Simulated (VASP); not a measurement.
# Al2BP3 (P4/mmm) in VASP: a series of runs

Runs on Al2BP3. Level: PBE. Tasks: relaxation of cell and atoms.

Program: VASP 6.6.1. These are calculated values, not measurements. Logs are shortened: lines on timing, memory, paths and dates and some standing lists are left out, and cuts for length are marked.

### Step 1. The cell of the first run

It takes space group P4/mmm (No. 123, tetragonal). Conventional cell: a = 3.115 Å, b = 3.115 Å, c = 9.548 Å, α = 90.00°, β = 90.00°, γ = 90.00°. Within 3.5 Å of Al (site symmetry 4mm) lie 8 P at 2.67 to 2.68 Å and 5 Al at 3.07 to 3.12 Å and 1 B at 3.24 Å. B (site symmetry 4/mmm) has 8 P at 2.80 Å and 4 B at 3.12 Å and 2 Al at 3.24 Å within 3.7 Å. P (site symmetry 4mm) has 4 Al at 2.67 Å and 4 B at 2.80 Å and 6 P at 3.04 to 3.47 Å within 3.5 Å. P (site symmetry 4/mmm) has 8 Al at 2.68 Å and 6 P at 3.04 to 3.12 Å within 3.5 Å.

### Step 2. Relaxation of cell and atoms, PBE

File INCAR:

```
ALGO = Normal
EDIFF = 1E-6
EDIFFG = -0.04
ENCUT = 600
GGA = PE
IBRION = 2
ISIF = 3
ISMEAR = 0
LASPH = T
LCHARG = F
LREAL = F
LWAVE = F
NELM = 60
NSW = 90
PREC = Accurate
SIGMA = 0.1
```

File KPOINTS:

```
k-points
0
Gamma
  6 6 2
```

File POSCAR:

```
Al2BP3
1.0
    3.1151694300      0.0000000000      0.0000000000
    0.0000000000      3.1151694300      0.0000000000
    0.0000000000      0.0000000000      9.5480958300
Al B P
2 1 3
Direct
    0.0000000000      0.0000000000      0.3392778000
    0.0000000000      0.0000000000      0.6607222000
    0.0000000000      0.0000000000      0.0000000000
    0.5000000000      0.5000000000      0.1817286000
    0.5000000000      0.5000000000      0.5000000000
    0.5000000000      0.5000000000      0.8182714000
```

Potentials or basis: VASP PAW PBE potentials, release 64 (Al, B, P).

On the command line:

```console
$ cat potpaw_PBE.64/Al/POTCAR potpaw_PBE.64/B/POTCAR potpaw_PBE.64/P/POTCAR > POTCAR
$ mpirun -np 1 vasp_std > vasp.out
```

OUTCAR:

```text
EDIFF = 1E-6
   EDIFFG = -0.04
   ENCUT = 600
   GGA = PE
   IBRION = 2
   ISIF = 3
   ISMEAR = 0
   LASPH = T
   LREAL = F
   NELM = 60
   NSW = 90
   PREC = Accurate

 ion  position               nearest neighbor table
   1  0.000  0.000  0.339-   4 2.67   4 2.67   4 2.67   4 2.67   5 2.68   5 2.68   5 2.68   5 2.68
                             2 3.07
   2  0.000  0.000  0.661-   6 2.67   6 2.67   6 2.67   6 2.67   5 2.68   5 2.68   5 2.68   5 2.68
                             1 3.07
   3  0.000  0.000  0.000-
   4  0.500  0.500  0.182-   1 2.67   1 2.67   1 2.67   1 2.67
   5  0.500  0.500  0.500-   1 2.68   2 2.68   1 2.68   2 2.68   1 2.68   2 2.68   1 2.68   2 2.68

   6  0.500  0.500  0.818-   2 2.67   2 2.67   2 2.67   2 2.67

  LATTYP: Found a simple tetragonal cell.
 ALAT       =     3.1151694300
 C/A-ratio  =     3.0650325912

  Lattice vectors:

 A1 = (   3.1151694300,   0.0000000000,   0.0000000000)
 A2 = (   0.0000000000,   3.1151694300,   0.0000000000)
 A3 = (   0.0000000000,   0.0000000000,   9.5480958300)

Analysis of symmetry for initial positions (statically):
=====================================================================
 Subroutine PRICEL returns:
 Original cell was already a primitive cell.

 Routine SETGRP: Setting up the symmetry group for a
 simple tetragonal supercell.

 Subroutine GETGRP returns: Found 16 space group operations
 (whereof 16 operations were pure point group operations)
 out of a pool of 16 trial point group operations.

The static configuration has the point symmetry D_4h.

Analysis of symmetry for dynamics (positions and initial velocities):
=====================================================================
 Subroutine PRICEL returns:
 Original cell was already a primitive cell.

 Routine SETGRP: Setting up the symmetry group for a
 simple tetragonal supercell.

 Subroutine GETGRP returns: Found 16 space group operations
 (whereof 16 operations were pure point group operations)
 out of a pool of 16 trial point group operations.

The dynamic configuration has the point symmetry D_4h.

 Subroutine INISYM returns: Found 16 space group operations
 (whereof 16 operations are pure point group operations),
 and found     1 'primitive' translations

----------------------------------------------------------------------------------------

                                     Primitive cell

  volume of cell :      92.6574

  direct lattice vectors                    reciprocal lattice vectors
     3.115169430  0.000000000  0.000000000     0.321009827  0.000000000  0.000000000
     0.000000000  3.115169430  0.000000000     0.000000000  0.321009827  0.000000000
     0.000000000  0.000000000  9.548095830     0.000000000  0.000000000  0.104732925

  length of vectors
     3.115169430  3.115169430  9.548095830     0.321009827  0.321009827  0.104732925

  position of ions in fractional coordinates (direct lattice)
     0.000000000  0.000000000  0.339277800
     0.000000000  0.000000000  0.660722200
     0.000000000  0.000000000  0.000000000
     0.500000000  0.500000000  0.181728600
     0.500000000  0.500000000  0.500000000
     0.500000000  0.500000000  0.818271400

  ion indices of the primitive-cell ions
   primitive index   ion index
                 1           1
                 2           2
                 3           3
                 4           4
                 5           5
                 6           6

----------------------------------------------------------------------------------------

 KPOINTS: k-points

Automatic generation of k-mesh.
 Grid dimensions read from file:
 generate k-points for:    6    6    2

 Generating k-lattice:

  Cartesian coordinates                     Fractional coordinates (reciprocal lattice)
     0.053501638  0.000000000  0.000000000     0.166666667  0.000000000  0.000000000
     0.000000000  0.053501638  0.000000000     0.000000000  0.166666667  0.000000000
     0.000000000  0.000000000  0.052366462     0.000000000  0.000000000  0.500000000

  Length of vectors
     0.053501638  0.053501638  0.052366462

  Shift w.r.t. Gamma in fractional coordinates (k-lattice)
     0.000000000  0.000000000  0.000000000

 Subroutine IBZKPT returns following result:
 ===========================================

 Found     20 irreducible k-points:

 Following reciprocal coordinates:
            Coordinates               Weight
  0.000000  0.000000  0.000000      1.000000
  0.166667  0.000000  0.000000      4.000000
  0.333333  0.000000  0.000000      4.000000
  0.500000  0.000000  0.000000      2.000000
  0.166667  0.166667  0.000000      4.000000
  0.333333  0.166667  0.000000      8.000000
[... 12 lines left out ...]
  0.500000  0.333333  0.500000      4.000000
  0.500000  0.500000  0.500000      1.000000
   k-points           NKPTS =     20   k-points in BZ     NKDIM =     20   number of bands    NBANDS=     16
   number of dos      NEDOS =    301   number of ions     NIONS =      6
   total plane-waves  NPLWV =  62720
   dimension x,y,z NGX =    28 NGY =   28 NGZ =   80
   dimension x,y,z NGXF=    56 NGYF=   56 NGZF=  160
   ions per type =               2   1   3
   NGX,Y,Z   is equivalent  to a cutoff of  14.94, 14.94, 13.93 a.u.
   NGXF,Y,Z  is equivalent  to a cutoff of  29.89, 29.89, 27.86 a.u.
 SYSTEM =  unknown system
   PREC   = accura    normal or accurate (medium, high low for compatibility)
   ISTART =      0    job   : 0-new  1-cont  2-samecut
   ICHARG =      2    charge: 1-file 2-atom 10-const
   ISPIN  =      1    spin polarized calculation?
   LNONCOLLINEAR =      F non collinear calculations
   LSORBIT =      F    spin-orbit coupling
   LASPH  =      T    aspherical Exc in radial PAW
   ENCUT  =  600.0 eV  44.10 Ry    6.64 a.u.   6.22  6.22 19.07*2*pi/ulx,y,z
   NELM   =     60;   NELMIN=  2; NELMDL= -5     # of ELM steps
   EDIFF  = 0.1E-05   stopping-criterion for ELM
   LREAL  =      F    real-space projection
   EDIFFG = -.4E-01   stopping-criterion for IOM
   NSW    =     90    number of steps for IOM
   IBRION =      2    ionic relax: 0-MD 1-quasi-New 2-CG
   NFREE  =      1    steps in history (QN), initial steepest desc. (CG)
   ISIF   =      3    stress and relaxation
   ISYM   =      2    0-nonsym 1-usesym 2-fastsym
   POTIM  = 0.5000    time-step for ionic-motion
   TEBEG  =    0.0;   TEEND  =   0.0 temperature during run
   PSTRESS=    0.0 pullay stress
   NELECT =      24.0000    total number of electrons
   NUPDOWN=      -1.0000    fix difference up-down
   EMIN   =  10.00;   EMAX   =-10.00  energy-range for DOS
   EFERMI =   0.00;   METHOD = LEGACY
   ISMEAR =     0;   SIGMA  =   0.10  broadening in eV -4-tet -1-fermi 0-gaus
   EFERMI_NEDOS =   21; number of points for ismear=-14 and -15
   IALGO  =     38    algorithm
   IMIX   =      4    mixing-type and parameters
     AMIX     =   0.40;   BMIX     =  1.00
     AMIX_MAG =   1.60;   BMIX_MAG =  1.00
  volume/ion in A,a.u.               =      15.44       104.21
  Fermi-wavevector in a.u.,A,eV,Ry     =   1.043563  1.972048 14.817058  1.089023
  Thomas-Fermi vector in A             =   2.178277
   LORBIT       =      0    0 simple, 1 ext, 2 COOP (PROOUT), +10 PAW based schemes
   GGA     = PE    functional components
   LHFCALC =     F    Hartree Fock is set to
   AEXX    =    0.0000 exact exchange contribution
   IVDW    =     0    specifies the selected vdW correction
   LEPSILON=     F    determine dielectric tensor
   LRPA    =     F    only Hartree local field effects (RPA)
 conjugate gradient relaxation of ions
 non-spin polarized calculation
 Gauss-broadening in eV      SIGMA  =   0.10
  energy-cutoff  :      600.00
  volume of cell :       92.66
 maximum number of plane-waves:      3128
 NGX is ok and might be reduce to    28
   NGX = 13   NGY = 13   NGZ = 39

--------------------------------------- Ionic step        1  -------------------------------------------

 number of electron      23.9999998 magnetization

 Free energy of the ion-electron system (eV)
  ---------------------------------------------------
  ext. energy  EPLUGINS =         0.00000000
  ---------------------------------------------------
  free energy    TOTEN  =       -25.83895444 eV

  energy without entropy =      -25.82558223  energy(sigma->0) =      -25.83226833

------------------------ aborting loop because EDIFF is reached ----------------------------------------

  FORCE on cell =-STRESS in cart. coord.  units (eV):
  Direction    XX          YY          ZZ          XY          YZ          ZX
  --------------------------------------------------------------------------------------
  -------------------------------------------------------------------------------------
  Total       -3.9275516     -3.9275516     -4.7364861      0.0000000      0.0000000     -0.0000000
  in kB      -67.9129139    -67.9129139    -81.9005344      0.0000000      0.0000000     -0.0000000
  external PRESSURE =     -72.5754541 kB  Pullay stress =       0.0000000 kB
[... 101 lines left out ...]
  FREE ENERGIE OF THE ION-ELECTRON SYSTEM (eV)
  ---------------------------------------------------
  free  energy   TOTEN  =       -26.1830547577 eV

  energy  without entropy=      -26.1681594224  energy(sigma->0) =      -26.17560709

 E-fermi :  10.1470     XC(G=0): -11.3884

 val. band max:       10.1206608593   @ k =   0.0000   0.0000   0.0000
 cond. band min:      10.1739404917   @ k =   0.3333   0.1667   0.5000
 fundamental gap:      0.0532796324
 Fermi energy:        10.1470363376

 k-point     1 :       0.0000    0.0000    0.0000
  band No.  band energies     occupation
      1      -6.5042      2.00000
      2      -3.9738      2.00000
      3      -3.1061      2.00000
      4       2.1641      2.00000
      5       2.7202      2.00000
      6       7.2155      2.00000
[... 357 lines left out ...]
      3       1.9675      2.00000
      4       1.9675      2.00000
      5       2.9752      2.00000
      6       3.7874      2.00000
[... 8 lines left out ...]
     15       8.4958      2.00000
     16       9.8867      1.99977

[... ionic steps 4 to 15 ...]

--------------------------------------- Ionic step       16  -------------------------------------------

 number of electron      24.0000001 magnetization

------------------------ aborting loop because EDIFF is reached ----------------------------------------
[... 75 lines left out ...]
--------------------------------------- Ionic step       18  -------------------------------------------

 number of electron      24.0000001 magnetization

 Free energy of the ion-electron system (eV)
  ---------------------------------------------------
  ext. energy  EPLUGINS =         0.00000000
  ---------------------------------------------------
  free energy    TOTEN  =       -27.23602524 eV

  energy without entropy =      -27.22679748  energy(sigma->0) =      -27.23141136

 E-fermi :   9.6078     XC(G=0): -11.2350

 val. band max:        9.5155212531   @ k =   0.0000   0.0000   0.5000
 cond. band min:       9.6133733545   @ k =   0.3333   0.1667   0.5000
 fundamental gap:      0.0978521014
 Fermi energy:         9.6077665688

 k-point     1 :       0.0000    0.0000    0.0000
  band No.  band energies     occupation
      1      -6.4777      2.00000
      2      -4.2205      2.00000
      3      -3.3821      2.00000
      4       1.8162      2.00000
      5       2.3046      2.00000
      6       7.0341      2.00000
[... 402 lines left out ...]
  FREE ENERGIE OF THE ION-ELECTRON SYSTEM (eV)
  ---------------------------------------------------
  free  energy   TOTEN  =       -27.2360252353 eV

  energy  without entropy=      -27.2267974775  energy(sigma->0) =      -27.23141136

 reached required accuracy - stopping structural energy minimisation
```

It took 4.4 min on 1 thread of Intel Xeon Platinum 8559C (Emerald Rapids), shared host; peak memory 0.26 GiB.

What came out:

* Free energy: -27.2360 eV
* Relaxed volume: 13.27 Å³/atom
* Relaxed cell: a = 3.012 Å, b = 3.012 Å, c = 8.779 Å, α = 90.00°, β = 90.00°, γ = 90.00°
* Space group after relaxing (to 0.05 Å): P4/mmm (No. 123)
* Energy gained by relaxing: 232.8 meV/atom
* Ionic steps: 18
* Pressure after relaxing: 0.0 GPa
* Largest force after relaxing: 0.020 eV/Å

Forces on the atoms (eV/Å):
```
Al   0.000  0.000  0.020
Al   0.000  0.000 -0.020
B    0.000  0.000  0.000
P    0.000  0.000  0.015
P    0.000  0.000  0.000
P    0.000  0.000 -0.015
```

Stress tensor (GPa, compression positive):
```
-0.07  0.00  0.00
 0.00 -0.07  0.00
 0.00  0.00  0.20
```

The path:
| step | energy change (eV) | largest force (eV/Å) | pressure (GPa) | volume (Å³) |
| --- | --- | --- | --- | --- |
| 1 | 0.0000 | 0.7979 | -7.26 | 92.66 |
| 2 | -0.3288 | 1.2874 | -0.03 | 83.59 |
| 3 | -0.3441 | 1.4211 | 2.78 | 81.21 |
| 4 | -0.6105 | 1.4497 | 3.15 | 79.51 |
| 5 | -1.2135 | 0.8829 | 7.00 | 74.55 |
| 6 | 51.4417 | 208.4605 | 209.41 | 65.13 |
| 7 | -1.1037 | 1.4433 | 7.36 | 74.42 |
| 8 | 0.9118 | 11.2509 | 31.03 | 69.69 |
| 9 | -1.1263 | 1.2615 | 8.02 | 74.00 |
| 10 | -1.1390 | 0.6011 | 12.04 | 72.45 |
| 11 | -1.1748 | 0.7468 | 9.42 | 73.32 |
| 12 | -1.2995 | 1.3546 | 3.31 | 78.09 |
| 13 | -1.3322 | 0.8151 | 4.72 | 76.68 |
| 14 | -1.3926 | 0.0895 | -1.01 | 80.39 |
| 15 | -1.3963 | 0.0539 | 0.03 | 79.64 |
| 16 | -1.3963 | 0.0665 | 0.12 | 79.58 |
| 17 | -1.3968 | 0.0450 | 0.08 | 79.61 |
| 18 | -1.3971 | 0.0199 | 0.02 | 79.64 |

Final structure:
```
Al B P
1.0
     3.01192    0.00000    0.00000
     0.00000    3.01192    0.00000
     0.00000    0.00000    8.77899
Al B P
2 1 3
Cartesian
  0.0000 0.0000 2.7839
  0.0000 0.0000 5.9951
  0.0000 0.0000 0.0000
  1.5060 1.5060 1.1221
  1.5060 1.5060 4.3895
  1.5060 1.5060 7.6569
```

Caveat: the bands computed are all filled at some k points, so no gap is given.

### Step 3. Relaxation of cell and atoms, PBE

This run uses another cell than the first one, of 13.29 Å³/atom, 0.861 times its volume.

File INCAR:

```
  ALGO = Normal
  EDIFF = 1E-6
  EDIFFG = -0.01
  ENCUT = 600
  GGA = PE
  IBRION = 2
  ISIF = 3
  ISMEAR = 0
  LASPH = True
  LCHARG = False
  LREAL = False
  LWAVE = False
  NELM = 80
  NSW = 100
  PREC = Accurate
  SIGMA = 0.1
```

File KPOINTS:

```
k-points
0
Gamma
  12 12 4
```

File POSCAR:

```
Al2BP3
1.0
    3.0131248833      0.0000000000      0.0000000000
    0.0000000000      3.0131248833      0.0000000000
    0.0000000000      0.0000000000      8.7828453742
Al B P
2 1 3
Direct
    0.0000000000      0.0000000000      0.3176250105
    0.0000000000      0.0000000000      0.6823749895
    0.0000000000      0.0000000000      0.0000000000
    0.5000000000      0.5000000000      0.1282382924
    0.5000000000      0.5000000000      0.5000000000
    0.5000000000      0.5000000000      0.8717617076
```

Potentials or basis: VASP PAW PBE potentials, release 64 (Al, B, P).

On the command line:

```console
$ cat potpaw_PBE.64/Al/POTCAR potpaw_PBE.64/B/POTCAR potpaw_PBE.64/P/POTCAR > POTCAR
$ mpirun -np 1 vasp_std > vasp.out
```

Wall time 7.5 min (1 thread of Intel Xeon Platinum 8559C (Emerald Rapids), shared host); peak memory 0.29 GiB.

Results (log left out):

```yaml
Free_energy: -27.1020 eV
Relaxed_volume: 13.33 Å³/atom
Relaxed_cell: a = 2.969 Å, b = 2.969 Å, c = 9.071 Å, α = 90.00°, β = 90.00°, γ = 90.00°
Space_group_after_relaxing_to_0.05_Å: P4/mmm (No. 123)
Energy_gained_by_relaxing: 4.1 meV/atom
Ionic_steps: 25
Pressure_after_relaxing: 0.0 GPa
Largest_force_after_relaxing: 0.009 eV/Å
```

Forces on the atoms (eV/Å):
```
Al   0.000  0.000 -0.009
Al   0.000  0.000  0.009
B    0.000  0.000  0.000
P    0.000  0.000 -0.006
P    0.000  0.000  0.000
P    0.000  0.000  0.006
```

Stress tensor (GPa, compression positive):
```
 0.05  0.00  0.00
 0.00  0.05  0.00
 0.00  0.00 -0.08
```

Step by step:
```csv
step,energy change (eV),largest force (eV/Å),pressure (GPa),volume (Å³)
1,0.0000,0.2757,-0.27,79.74
2,-0.0056,0.0950,0.34,79.48
3,-0.0061,0.0620,0.60,79.39
4,-0.0080,0.0502,0.10,79.92
5,-0.0082,0.0451,-0.11,80.15
6,-0.0088,0.0359,-0.15,80.12
7,-0.0116,0.0133,-0.25,80.06
8,-0.0158,0.0447,-0.11,79.93
9,-0.0184,0.1686,0.51,79.64
10,-0.0180,0.0838,0.11,79.82
11,-0.0194,0.1239,0.32,79.73
12,-0.0195,0.1371,0.38,79.71
13,-0.0196,0.1389,0.39,79.71
14,-0.0197,0.1447,0.39,79.72
15,-0.0200,0.1409,0.38,79.74
16,-0.0206,0.1302,0.30,79.80
17,-0.0217,0.1094,0.16,79.91
18,-0.0231,0.0712,-0.11,80.12
19,-0.0233,0.0276,-0.65,80.56
20,-0.0236,0.0363,-0.43,80.38
21,-0.0241,0.0261,-0.28,80.26
22,-0.0244,0.0286,0.00,80.04
23,-0.0245,0.0187,0.00,80.02
24,-0.0245,0.0111,0.01,79.98
25,-0.0245,0.0086,0.01,79.98
```

Final structure:
```cif
data_structure
_symmetry_space_group_name_H-M 'P 1'
_symmetry_Int_Tables_number 1
_cell_length_a 2.9694
_cell_length_b 2.9694
_cell_length_c 9.0706
_cell_angle_alpha 90.000
_cell_angle_beta 90.000
_cell_angle_gamma 90.000
_cell_volume 79.98
loop_
_atom_site_label
_atom_site_type_symbol
_atom_site_fract_x
_atom_site_fract_y
_atom_site_fract_z
_atom_site_occupancy
Al1 Al 0.00000 0.00000 0.32417 1
Al2 Al 0.00000 0.00000 0.67583 1
B1 B 0.00000 0.00000 0.00000 1
P1 P 0.50000 0.50000 0.12496 1
P2 P 0.50000 0.50000 0.50000 1
P3 P 0.50000 0.50000 0.87504 1
```

Levels at points of the mesh, in eV from the Fermi level:
| k point | band 8 | band 9 | band 10 | band 11 | band 12 | band 13 | band 14 | band 15 | band 16 |
| --- | --- | --- | --- | --- | --- | --- | --- | --- | --- |
| (0.00, 0.00, 0.00) | -0.73 | -0.08 | 0.38 | 0.38 | 1.15 | 1.56 | 1.56 | 3.25 | 3.35 |
| (0.50, 0.00, 0.00) | -4.62 | -2.52 | -2.27 | 0.95 | 1.86 | 2.17 | 2.28 | 3.25 | 3.43 |
| (0.50, 0.50, 0.00) | -5.59 | -4.26 | -4.26 | -3.06 | -2.63 | -2.53 | -1.89 | 0.45 | 0.45 |
| (0.00, 0.00, 0.50) | -2.19 | -0.07 | 0.25 | 0.25 | 1.84 | 1.84 | 2.54 | 3.67 | 3.69 |
| (0.50, 0.00, 0.50) | -4.32 | -2.62 | -0.16 | 0.89 | 0.98 | 1.18 | 1.86 | 2.12 | 3.44 |
| (0.50, 0.50, 0.50) | -5.68 | -4.07 | -3.65 | -3.65 | -3.18 | -1.67 | -1.40 | -1.40 | -0.47 |

Caveat: the bands computed are all filled at some k points, so no gap is given.
